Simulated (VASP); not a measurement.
Here is a VASP 6.6.1 calculation.

Contents of INCAR:

```
SYSTEM = Si5P13
PREC = Accurate ; ENCUT = 520
EDIFF = 1E-7 ; ISMEAR = -1
SIGMA = 0.05 ; LREAL = Auto
LASPH = .TRUE. ; NELM = 60
ALGO = Normal ; ISIF = 2
LWAVE = .FALSE. ; LCHARG = .FALSE.
GGA = PE ; NBANDS = 58
ISYM = 0
```

Contents of KPOINTS:

```
Automatic mesh
0
Gamma
  1 1 1
  0.25 0.25 0.25
```

The input POSCAR:

```
Si5P13
1.0
    7.0479230000      0.0446470000      0.1733930000
    0.0446470000      7.0511420000     -0.0312760000
    0.1733930000     -0.0312760000      7.0375900000
Si P
5 13
Direct
    0.7766062024      0.4102191098      0.6192074181
    0.4096647318      0.6067573017      0.0469431928
   -0.0376118563      0.3865817601      0.0449427096
    0.3609190581      0.4481713348      0.6331268472
    0.7665109724      0.6772487052      0.4079551371
    0.7839338507      0.9064280680      0.6589498397
    0.8190557840      0.1288295036      0.4296427800
    0.5109805098      0.0922895147      0.3051291711
    0.4679274019      0.7872397372      0.3267594978
    0.2808181731      0.1660908643      0.5086634419
    0.0740369642      0.8028299367      0.6505120102
    0.2691662329      1.0037494832      0.7835593901
    0.6606933252      0.4279055223      0.1330596945
    0.0758569857      0.7912563117      0.3253740644
    0.0501873069      0.4959193763      0.7649525259
    0.5708023680      0.2849817953      0.8573257259
    0.1796296186      0.4861426362      0.2739699355
    0.9976214965      0.0770332855      0.9252922817
```

Potentials or basis: VASP PAW PBE potentials, release 64 (Si, P).

Run with:

```console
$ cat potpaw_PBE.64/Si/POTCAR potpaw_PBE.64/P/POTCAR > POTCAR
$ mpirun -np 1 vasp_std > vasp.out
```

Task: Estimate the largest force.

Result: 1.509 eV/Å.

Task: Predict the pressure.

Result: 0.4 GPa.

Stress tensor (GPa, compression positive):
```
-1.24 -1.01 -0.59
-1.01  2.52  1.00
-0.59  1.00 -0.12
```

Caveat: the k points lie up to 0.89 Å⁻¹ apart.
